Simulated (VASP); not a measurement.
A run of VASP 6.6.1 is set up as follows.

The input INCAR:

```
SYSTEM = Ag
PREC     = Accurate       ! precision mode
ENCUT    = 520            ! plane-wave cutoff, eV
EDIFF    = 1E-8           ! SCF threshold, eV
ISMEAR   = -1             ! smearing method
SIGMA    = 0.08           ! smearing width, eV
LREAL    = .FALSE.        ! projectors in reciprocal space
LASPH    = .TRUE.         ! aspherical terms in the spheres
NELM     = 80             ! most SCF steps
ALGO     = Normal         ! electronic algorithm
ISIF     = 2              ! what is computed and relaxed
LWAVE    = .FALSE.        ! write WAVECAR
LCHARG   = .FALSE.        ! write CHGCAR
GGA      = PE             ! functional
LEFG     = .TRUE.       
NBANDS   = 30             ! bands
```

File KPOINTS:

```
Automatic mesh
0
G
  14 14 4
  0 0 0
```

Contents of POSCAR:

```
Ag
1.0
    2.7996129413      0.0000000000      0.0000000000
   -1.3998064707      2.4245359280      0.0000000000
    0.0000000000      0.0000000000     10.0000000000
Ag
4
Direct
    0.3333333333      0.6666666667      0.2500000000
    0.6666666667      0.3333333333      0.7500000000
    0.0000000000      0.0000000000      0.0000000000
    0.0000000000      0.0000000000      0.5000000000
```

Potentials or basis: VASP PAW PBE potentials, release 64 (Ag).

The run is started by

```console
$ cat potpaw_PBE.64/Ag/POTCAR > POTCAR
$ mpirun -np 1 vasp_std > vasp.out
```

(1) Predict the pressure.

(2) What does it give for the band gap on the k mesh?

Answers

(1) 6.4 GPa.

(2) zero (bands 22 and 23 overlap by 6.47 eV).

Caveat: the cell differs from its parent crystal (equal xx and yy strain of -3 %); the stress differs along the axes, from -1 to 10 GPa; without QUAD_EFG the Cq values of the log hold for a quadrupole moment of 1 mb, not for the nuclei.
